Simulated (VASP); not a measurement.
# Mo6CO in VASP: a series of runs

Mo6CO is run at these levels: PBE; tasks: single point.

All numbers are computed with VASP 6.6.1; they aren't measurements. Logs are shortened: lines on timing, memory, paths and dates and some standing lists are left out, and cuts for length are marked.

### 1 The cell of the first run

The cell holds a slab with vacuum, 8 atoms: a = 4.470 Å, b = 4.470 Å, c = 22.260 Å, α = 90.00°, β = 90.00°, γ = 120.00°.

### 2 Single point, PBE

INCAR reads:

```
PREC = Accurate
ENCUT = 520
EDIFF = 1E-6
ISMEAR = 0
SIGMA = 0.1
LREAL = F
LASPH = T
NELM = 100
ALGO = Normal
ISIF = 2
LWAVE = F
LCHARG = F
LDIPOL = T
IDIPOL = 3
DIPOL = 0.5 0.5 0.331
GGA = PE
NBANDS = 57
```

KPOINTS reads:

```
regular mesh
0
Gamma
  6 6 1
```

POSCAR reads:

```
Mo6CO
1.0
    4.4695765303      0.0000000000      0.0000000000
   -2.2347882651      3.8707668194      0.0000000000
    0.0000000000      0.0000000000     22.2595667262
Mo C O
6 1 1
Direct
    0.6666666667      0.3333333333      0.1796980170
    0.3333333333      0.6666666667      0.2206848206
    0.0000000000      0.0000000000      0.2616716241
    0.6666666667      0.3333333333      0.2990464568
    0.3333333333      0.6666666667      0.3355219825
    0.0000000000      0.0000000000      0.3710569405
    0.1666666667      0.3333333333      0.4636014193
    0.1666666667      0.3333333333      0.5157138442
```

Potentials or basis: VASP PAW PBE potentials, release 64 (Mo_sv, C, O).

The run is started by

```sh
> cat potpaw_PBE.64/Mo_sv/POTCAR potpaw_PBE.64/C/POTCAR potpaw_PBE.64/O/POTCAR > POTCAR
> mpirun -np 1 vasp_std > vasp.out
```

OUTCAR:

```text
PREC = Accurate
   ENCUT = 520
   EDIFF = 1E-6
   ISMEAR = 0
   LREAL = F
   LASPH = T
   NELM = 100
   ISIF = 2
   GGA = PE

 ion  position               nearest neighbor table
   1  0.667  0.333  0.180-   4 2.66   2 2.74   2 2.74   2 2.74   3 3.16   3 3.16   3 3.16
   2  0.333  0.667  0.221-   5 2.56   3 2.74   3 2.74   3 2.74   1 2.74   1 2.74   1 2.74   4 3.11
                             4 3.11   4 3.11
   3  0.000  0.000  0.262-   6 2.43   4 2.71   4 2.71   4 2.71   2 2.74   2 2.74   2 2.74   5 3.06
                             5 3.06   5 3.06   1 3.16   1 3.16   1 3.16
   4  0.667  0.333  0.299-   1 2.66   5 2.71   5 2.71   5 2.71   3 2.71   3 2.71   3 2.71   6 3.04
                             6 3.04   6 3.04   2 3.11   2 3.11   2 3.11
   5  0.333  0.667  0.336-   2 2.56   6 2.70   6 2.70   6 2.70   4 2.71   4 2.71   4 2.71   3 3.06
                             3 3.06   3 3.06
   6  0.000  0.000  0.371-   7 2.43   3 2.43   5 2.70   5 2.70   5 2.70   4 3.04   4 3.04   4 3.04

   7  0.167  0.333  0.464-   8 1.16   6 2.43
   8  0.167  0.333  0.516-   7 1.16

  LATTYP: Found a hexagonal cell.
 ALAT       =     4.4695765303
 C/A-ratio  =     4.9802406504

  Lattice vectors:

 A1 = (   4.4695765303,   0.0000000000,   0.0000000000)
 A2 = (  -2.2347882651,   3.8707668194,   0.0000000000)
 A3 = (   0.0000000000,   0.0000000000,  22.2595667262)

Analysis of symmetry for initial positions (statically):
=====================================================================
 Subroutine PRICEL returns:
 Original cell was already a primitive cell.

 Routine SETGRP: Setting up the symmetry group for a
 hexagonal supercell.

 Subroutine GETGRP returns: Found  2 space group operations
 (whereof  2 operations were pure point group operations)
 out of a pool of 24 trial point group operations.

The static configuration has the point symmetry C_1h.

Analysis of symmetry for dynamics (positions and initial velocities):
=====================================================================
 Subroutine PRICEL returns:
 Original cell was already a primitive cell.

 Routine SETGRP: Setting up the symmetry group for a
 hexagonal supercell.

 Subroutine GETGRP returns: Found  2 space group operations
 (whereof  2 operations were pure point group operations)
 out of a pool of 24 trial point group operations.

The dynamic configuration has the point symmetry C_1h.

 Subroutine INISYM returns: Found  2 space group operations
[... 109 lines left out ...]
   NUPDOWN=      -1.0000    fix difference up-down
   EMIN   =  10.00;   EMAX   =-10.00  energy-range for DOS
   EFERMI =   0.00;   METHOD = LEGACY
   ISMEAR =     0;   SIGMA  =   0.10  broadening in eV -4-tet -1-fermi 0-gaus
   EFERMI_NEDOS =   21; number of points for ismear=-14 and -15
   IALGO  =     38    algorithm
   IMIX   =      4    mixing-type and parameters
     AMIX     =   0.40;   BMIX     =  1.00
     AMIX_MAG =   1.60;   BMIX_MAG =  1.00
  volume/ion in A,a.u.               =      48.14       324.85
  Fermi-wavevector in a.u.,A,eV,Ry     =   1.023114  1.933405 14.242069  1.046763
  Thomas-Fermi vector in A             =   2.156830
   LORBIT       =      0    0 simple, 1 ext, 2 COOP (PROOUT), +10 PAW based schemes
   GGA     = PE    functional components
   LHFCALC =     F    Hartree Fock is set to
   AEXX    =    0.0000 exact exchange contribution
   IVDW    =     0    specifies the selected vdW correction
   LEPSILON=     F    determine dielectric tensor
   LRPA    =     F    only Hartree local field effects (RPA)
 non-spin polarized calculation
 Gauss-broadening in eV      SIGMA  =   0.10
  energy-cutoff  :      520.00
  volume of cell :      385.11
 maximum number of plane-waves:     10413
 NGX is ok and might be reduce to    36
   NGX = 17   NGY = 17   NGZ = 83

 dipolmoment           0.000000      0.000000     -0.648235 electrons x Angstroem

 number of electron      94.0000010 magnetization

 dipolmoment           0.000000      0.000000      0.128426 electrons x Angstroem

 Free energy of the ion-electron system (eV)
  ---------------------------------------------------
  ext. energy  EPLUGINS =         0.00000000
  ---------------------------------------------------
  free energy    TOTEN  =       -74.33022769 eV

  energy without entropy =      -74.28897153  energy(sigma->0) =      -74.30959961

 E-fermi :   0.3952     XC(G=0):  -4.8758

 val. band max:        0.3824698315   @ k =   0.0000   0.5000   0.0000
 cond. band min:       0.3967051825   @ k =   0.5000   0.0000   0.0000
 fundamental gap:      0.0142353510
 Fermi energy:         0.3951782201

 k-point     1 :       0.0000    0.0000    0.0000
  band No.  band energies     occupation
      1     -60.7679      2.00000
      2     -60.5306      2.00000
      3     -60.4824      2.00000
      4     -60.4618      2.00000
      5     -60.3129      2.00000
      6     -60.2645      2.00000
[... 769 lines left out ...]
     56       2.0031      0.00000
     57       2.3819      0.00000

------------------------ aborting loop because EDIFF is reached ----------------------------------------

 vacuum level on the upper side and lower side of the slab       (xc-potential included)         0.538        -0.775

  FORCE on cell =-STRESS in cart. coord.  units (eV):
  Direction    XX          YY          ZZ          XY          YZ          ZX
  --------------------------------------------------------------------------------------
  -------------------------------------------------------------------------------------
  Total       -5.0188094     -5.9943879     -3.1770161     -0.0000000     -1.0246030     -0.0000000
  in kB      -20.8800335    -24.9387872    -13.2175176     -0.0000000     -4.2627132     -0.0000000
  external PRESSURE =     -19.6787795 kB  Pullay stress =       0.0000000 kB

 VOLUME and BASIS-vectors are now :
 -----------------------------------------------------------------------------
  energy-cutoff  :      520.00
  volume of cell :      385.11
      direct lattice vectors                 reciprocal lattice vectors
     4.469576530  0.000000000  0.000000000     0.223734842  0.129173371  0.000000000
    -2.234788265  3.870766819  0.000000000     0.000000000  0.258346743  0.000000000
     0.000000000  0.000000000 22.259566726     0.000000000  0.000000000  0.044924504

 POSITION                                       TOTAL-FORCE (eV/Angst)
 -----------------------------------------------------------------------------------
      2.23479      1.29026      4.00000        -0.000000     -0.079614      1.588281
     -0.00000      2.58051      4.91235        -0.000000     -0.048227     -0.297779
      0.00000      0.00000      5.82470         0.000000      0.088529     -1.929927
      2.23479      1.29026      6.65664         0.000000      0.138809     -0.591862
     -0.00000      2.58051      7.46857         0.000000      0.173230      0.485126
      0.00000      0.00000      8.25957         0.000000      0.458640      1.909189
      0.00000      1.29026     10.31957        -0.000000     -1.211341     -0.992037
      0.00000      1.29026     11.47957         0.000000      0.479974     -0.170990
 -----------------------------------------------------------------------------------
    total drift:                               -0.000001     -0.000011      0.000672

  FREE ENERGIE OF THE ION-ELECTRON SYSTEM (eV)
  ---------------------------------------------------
  free  energy   TOTEN  =       -74.3302276865 eV

  energy  without entropy=      -74.2889715320  energy(sigma->0) =      -74.30959961

 vacuum level on the upper side and lower side of the slab         5.154         3.798
```

OSZICAR:

```text
N       E                     dE             d eps       ncg     rms          rms(c)
DAV:   1     0.886162062946E+03    0.88616E+03   -0.57784E+04  2002   0.144E+03
DAV:   2    -0.350293015707E+02   -0.92119E+03   -0.89886E+03  1720   0.407E+02
DAV:   3    -0.788968398414E+02   -0.43868E+02   -0.42452E+02  1856   0.757E+01
[... 23 lines left out ...]
DAV:  27    -0.743302147725E+02   -0.92378E-05   -0.35506E-06  1372   0.638E-03    0.332E-03
DAV:  28    -0.743302230088E+02   -0.82363E-05   -0.25072E-06  1436   0.510E-03    0.873E-04
DAV:  29    -0.743302254555E+02   -0.24467E-05   -0.21050E-07  1124   0.163E-03    0.776E-04
DAV:  30    -0.743302270895E+02   -0.16340E-05   -0.11194E-07  1028   0.898E-04    0.463E-04
DAV:  31    -0.743302276865E+02   -0.59704E-06   -0.57342E-08  1012   0.839E-04
   1 F= -.74330228E+02 E0= -.74309600E+02  d E =-.412562E-01
```

stdout:

```text
POSCAR found type information on POSCAR MoC O
 POSCAR found :  3 types and       8 ions
 scaLAPACK will be used
 LDA part: xc-table for (Slater+PW92), standard interpolation
 POSCAR, INCAR and KPOINTS ok, starting setup
 FFT: planning ... GRIDC
 FFT: planning ... GRID_SOFT
 FFT: planning ... GRID
 WAVECAR not read
 entering main loop
```

Run time: 14 min. Hardware: 1 thread of Oxide Virtual Turin-like, shared host; peak memory 0.6 GiB.

Results:

```yaml
Free_energy: -74.3302 eV
Largest_force: 1.964 eV/Å
```

Forces on the atoms (eV/Å):
```
Mo   0.000 -0.080  1.588
Mo   0.000 -0.048 -0.298
Mo   0.000  0.089 -1.930
Mo   0.000  0.139 -0.592
Mo   0.000  0.173  0.485
Mo   0.000  0.459  1.909
C    0.000 -1.211 -0.992
O    0.000  0.480 -0.171
```

### 3 Single point, PBE

INCAR reads:

```
SYSTEM = Mo6CO
PREC     = Accurate       ! precision mode
ENCUT    = 520            ! plane-wave cutoff, eV
EDIFF    = 1E-6           ! SCF threshold, eV
ISMEAR   = 0              ! smearing method
SIGMA    = 0.1            ! smearing width, eV
LREAL    = .False.        ! projectors in reciprocal space
LASPH    = .True.         ! aspherical terms in the spheres
NELM     = 80             ! most SCF steps
ALGO     = Normal         ! electronic algorithm
ISIF     = 2              ! what is computed and relaxed
LWAVE    = .False.        ! write WAVECAR
LCHARG   = .False.        ! write CHGCAR
LDIPOL   = .True.       
IDIPOL   = 3            
DIPOL    = 0.5 0.5 0.338
GGA      = PE             ! functional
NBANDS   = 57             ! bands
```

KPOINTS reads:

```
Automatic mesh
0
Gamma
  6 6 1
  0 0 0
```

Edit POSCAR of step 2 so:

```diff
@@ -14,3 +14,3 @@
     0.0000000000      0.0000000000      0.3710569405
-    0.1666666667      0.3333333333      0.4636014193
-    0.1666666667      0.3333333333      0.5157138442
+    0.1666666667      0.3333333333      0.4910053668
+    0.1666666667      0.3333333333      0.5431177918
```

Potentials or basis: VASP PAW PBE potentials, release 64 (Mo_sv, C, O).

The run is started by

```sh
> cat potpaw_PBE.64/Mo_sv/POTCAR potpaw_PBE.64/C/POTCAR potpaw_PBE.64/O/POTCAR > POTCAR
> mpirun -np 1 vasp_std > vasp.out
```

It took 12 min on 1 thread of Oxide Virtual Turin-like, shared host; peak memory 0.58 GiB.

The run converged. Its results:

| Item | Value |
| --- | --- |
| Free energy | -73.7600 eV |
| Largest force | 1.633 eV/Å |
| Band gap on the k mesh | zero (bands 47 and 48 overlap by 0.04 eV) |

Forces in eV/Å, atoms in the order of the input:
```
Mo   0.000 -0.076  1.467
Mo   0.000  0.026 -0.162
Mo   0.000 -0.024 -1.633
Mo   0.000  0.162 -0.351
Mo   0.000  0.152  0.151
Mo   0.000  0.162  1.116
C    0.000 -0.604  0.564
O    0.000  0.201 -1.151
```

Levels at points of the mesh, in eV from the Fermi level:
| k point | band 44 | band 45 | band 46 | band 47 | band 48 | band 49 | band 50 | band 51 |
| --- | --- | --- | --- | --- | --- | --- | --- | --- |
| (0.00, 0.00, 0.00) | -1.25 | -1.23 | -1.22 | -0.88 | 0.15 | 1.09 | 1.12 | 1.21 |
| (0.50, 0.00, 0.00) | -1.31 | -0.72 | -0.31 | 0.02 | 0.05 | 0.09 | 0.70 | 1.21 |
| (0.00, 0.50, 0.00) | -1.23 | -0.65 | -0.40 | 0.02 | 0.04 | 0.38 | 0.62 | 0.75 |

### 4 Single point, PBE

INCAR reads:

```
SYSTEM = Mo6CO
PREC = Accurate
ENCUT = 520
EDIFF = 1E-7
ISMEAR = 0
SIGMA = 0.1
LREAL = .FALSE.
LASPH = .TRUE.
NELM = 100
ALGO = Normal
ISIF = 2
LWAVE = .FALSE.
LCHARG = .FALSE.
LDIPOL = .TRUE.
IDIPOL = 3
DIPOL = 0.5 0.5 0.325
GGA = PE
NBANDS = 57
```

KPOINTS reads:

```
Automatic mesh
0
G
  6 6 1
  0 0 0
```

Edit POSCAR of step 3 so:

```diff
@@ -14,3 +14,3 @@
     0.0000000000      0.0000000000      0.3710569405
-    0.1666666667      0.3333333333      0.4910053668
-    0.1666666667      0.3333333333      0.5431177918
+    0.1666666667      0.3333333333      0.4438346374
+    0.2415872221      0.4831744442      0.4889653212
```

Potentials or basis: VASP PAW PBE potentials, release 64 (Mo_sv, C, O).

The run is started by

```sh
> cat potpaw_PBE.64/Mo_sv/POTCAR potpaw_PBE.64/C/POTCAR potpaw_PBE.64/O/POTCAR > POTCAR
> mpirun -np 1 vasp_std > vasp.out
```

OUTCAR:

```text
SYSTEM = Mo6CO
   PREC = Accurate
   ENCUT = 520
   EDIFF = 1E-7
   ISMEAR = 0
   LREAL = .FALSE.
   LASPH = .TRUE.
   NELM = 100
   ISIF = 2
   GGA = PE

 ion  position               nearest neighbor table
   1  0.667  0.333  0.180-   4 2.66   2 2.74   2 2.74   2 2.74   3 3.16   3 3.16   3 3.16
   2  0.333  0.667  0.221-   5 2.56   3 2.74   3 2.74   3 2.74   1 2.74   1 2.74   1 2.74   4 3.11
                             4 3.11   4 3.11
   3  0.000  0.000  0.262-   6 2.43   4 2.71   4 2.71   4 2.71   2 2.74   2 2.74   2 2.74   5 3.06
                             5 3.06   5 3.06   1 3.16   1 3.16   1 3.16
   4  0.667  0.333  0.299-   1 2.66   5 2.71   5 2.71   5 2.71   3 2.71   3 2.71   3 2.71   6 3.04
                             6 3.04   6 3.04   2 3.11   2 3.11   2 3.11
   5  0.333  0.667  0.336-   2 2.56   6 2.70   6 2.70   6 2.70   4 2.71   4 2.71   4 2.71   7 2.73
                             3 3.06   3 3.06   3 3.06
   6  0.000  0.000  0.371-   7 2.07   3 2.43   5 2.70   5 2.70   5 2.70   4 3.04   4 3.04   4 3.04

   7  0.167  0.333  0.444-   8 1.16   6 2.07   5 2.73
   8  0.242  0.483  0.489-   7 1.16

  LATTYP: Found a hexagonal cell.
 ALAT       =     4.4695765303
 C/A-ratio  =     4.9802406504

[... 199 lines left out ...]
      6     -60.4053      2.00000
[... 769 lines left out ...]
     56       1.8913      0.00000
     57       2.2125      0.00000

------------------------ aborting loop because EDIFF is reached ----------------------------------------

 vacuum level on the upper side and lower side of the slab       (xc-potential included)         0.790        -0.912

  FORCE on cell =-STRESS in cart. coord.  units (eV):
  Direction    XX          YY          ZZ          XY          YZ          ZX
  --------------------------------------------------------------------------------------
  -------------------------------------------------------------------------------------
  Total       -4.5964660     -3.5277111      1.4416292     -0.0000000      0.6413044      0.0000000
  in kB      -19.1229346    -14.6765337      5.9976904     -0.0000000      2.6680544      0.0000000
  external PRESSURE =      -9.2672593 kB  Pullay stress =       0.0000000 kB

 VOLUME and BASIS-vectors are now :
 -----------------------------------------------------------------------------
  energy-cutoff  :      520.00
  volume of cell :      385.11
      direct lattice vectors                 reciprocal lattice vectors
     4.469576530  0.000000000  0.000000000     0.223734842  0.129173371  0.000000000
    -2.234788265  3.870766819  0.000000000     0.000000000  0.258346743  0.000000000
     0.000000000  0.000000000 22.259566726     0.000000000  0.000000000  0.044924504

 POSITION                                       TOTAL-FORCE (eV/Angst)
 -----------------------------------------------------------------------------------
      2.23479      1.29026      4.00000        -0.000000     -0.042844      1.665468
     -0.00000      2.58051      4.91235        -0.000000     -0.097715     -0.324746
      0.00000      0.00000      5.82470         0.000000      0.306778     -2.397748
      2.23479      1.29026      6.65664         0.000000      0.009119     -0.745154
     -0.00000      2.58051      7.46857         0.000000      0.019436      0.473925
      0.00000      0.00000      8.25957        -0.000000     -0.491516      1.459576
      0.00000      1.29026      9.87957        -0.000000     -0.134145     -1.205594
      0.00000      1.87026     10.88416         0.000000      0.430886      1.074274
 -----------------------------------------------------------------------------------
    total drift:                                0.000000      0.000048      0.001226

  FREE ENERGIE OF THE ION-ELECTRON SYSTEM (eV)
  ---------------------------------------------------
  free  energy   TOTEN  =       -74.8570715903 eV

  energy  without entropy=      -74.8188997442  energy(sigma->0) =      -74.83798567

 vacuum level on the upper side and lower side of the slab         5.418         3.645
```

OSZICAR:

```text
N       E                     dE             d eps       ncg     rms          rms(c)
DAV:   1     0.898280168881E+03    0.89828E+03   -0.57799E+04  1994   0.144E+03
DAV:   2    -0.352688035399E+02   -0.93355E+03   -0.91123E+03  1729   0.409E+02
DAV:   3    -0.792576716822E+02   -0.43989E+02   -0.42306E+02  1797   0.766E+01
[... 25 lines left out ...]
DAV:  29    -0.748570694993E+02   -0.28831E-05   -0.11330E-07  1124   0.121E-03    0.223E-04
DAV:  30    -0.748570709507E+02   -0.14514E-05   -0.65389E-08  1132   0.580E-04    0.221E-04
DAV:  31    -0.748570713740E+02   -0.42332E-06   -0.11621E-08  1052   0.392E-04    0.727E-05
DAV:  32    -0.748570715205E+02   -0.14646E-06   -0.22964E-09   972   0.189E-04    0.507E-05
DAV:  33    -0.748570715903E+02   -0.69856E-07   -0.29860E-10   940   0.135E-04
   1 F= -.74857072E+02 E0= -.74837986E+02  d E =-.381718E-01
```

stdout:

```text
POSCAR found type information on POSCAR MoC O
 POSCAR found :  3 types and       8 ions
 scaLAPACK will be used
 LDA part: xc-table for (Slater+PW92), standard interpolation
 POSCAR, INCAR and KPOINTS ok, starting setup
 FFT: planning ... GRIDC
 FFT: planning ... GRID_SOFT
 FFT: planning ... GRID
 WAVECAR not read
 entering main loop
```

It took 13 min on 1 thread of Oxide Virtual Turin-like, shared host; peak memory 0.61 GiB.

Results:

- Free energy: -74.8571 eV
- Largest force: 2.417 eV/Å
- Band gap on the k mesh: zero (filled and empty bands touch)

Forces on the atoms (eV/Å):
```
Mo   0.000 -0.043  1.665
Mo   0.000 -0.098 -0.325
Mo   0.000  0.307 -2.398
Mo   0.000  0.009 -0.745
Mo   0.000  0.019  0.474
Mo   0.000 -0.492  1.460
C    0.000 -0.134 -1.206
O    0.000  0.431  1.074
```

(Part 1 of 2 ends here.)
